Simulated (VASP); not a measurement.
**RbBr: G0W0 quasiparticle levels with PBE**

The system is RbBr.

```
Rb Br
1.0
     0.00000    3.46083    3.46083
     3.46083    0.00000    3.46083
     3.46083    3.46083    0.00000
Rb Br
1 1
Cartesian
  0.0000 0.0000 0.0000
  3.4608 3.4608 3.4608
```

* Program: VASP 6.6.1
* Task: G0W0 quasiparticle levels
* Functional: PBE
* Potentials or basis: VASP PAW PBE potentials, release 64 (Rb_sv_GW, Br_GW)
* Cutoff: 500 eV
* k mesh: 4 × 4 × 4
* Occupations: gaussian, width 0.01 eV
* Spin: no spin polarisation
* Dipole correction: no
* GW scheme: G0W0
* GW iterations: 1
* Cutoff of the response function: 140
* Frequency points: 96
* Empty bands: 311
* Further INCAR settings: ALGO = EVGW0; EDIFF = 1e-08; NBANDS = 319

The quasiparticle gap is 6.84 eV and the least direct quasiparticle gap is 6.84 eV. The band gap of the starting levels on the mesh is 4.28 eV and the least direct gap of the starting levels on the mesh is 4.28 eV.

Wall time 12 min on 1 thread of Intel(R) Xeon(R) Platinum 8488C (Sapphire Rapids), on a shared host, peak memory 1.2 GiB.

Caveat: the k points lie up to 0.39 Å⁻¹ apart; bands, screening cutoff and mesh are small and nothing is extrapolated, so the quasiparticle values aren't converged.
